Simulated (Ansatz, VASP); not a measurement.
# One calculation of Mg2NCl, two programs

```
Mg N Cl
1.0
     1.64661    0.95067    5.93796
    -1.64661    0.95067    5.93796
     0.00000   -1.90134    5.93796
Mg N Cl
2 1 1
Cartesian
  0.0000 0.0000 3.9709
  0.0000 0.0000 13.8430
  0.0000 0.0000 8.9069
  0.0000 0.0000 0.0000
```

Alike in both runs: task single point; functional r2SCAN; k mesh 10 × 10 × 10; no spin polarisation.

|  | VASP | Ansatz |
| --- | --- | --- |
| version | VASP 6.6.1 | Ansatz 0.2.0 |
| potentials or method | VASP PAW PBE potentials, release 64 (Mg, N, Cl) | plane waves, PAW |
| plane-wave cutoff (eV) | 520 | 500 |
| occupations | gaussian, width 0.01 eV | fixed |
| valence electrons in the cell | 16 | 32 |

VASP gave:

| Property | Result |
| --- | --- |
| gap on the k mesh at the Fermi level (eV) | 3.08 |
| pressure (GPa) | -0.5 |
| traceless stress, the component that is largest in VASP (GPa) | -0.09 |
| rms of the force components (eV/Å) | 0.028 |

Q: Estimate Ansatz's values.

A: gap on the k mesh at the Fermi level (eV): 3.12; pressure (GPa): 0.0; traceless stress, the component that is largest in VASP (GPa): 0.01; rms of the force components (eV/Å): 0.000.

VASP's potentials were made for PBE, not for r2SCAN. Atom by atom the forces differ by 0.027 eV/Å (rms over components). VASP's potentials hold 16 valence electrons a cell and Ansatz's 32, so a difference there can come from the potentials and not from the codes.
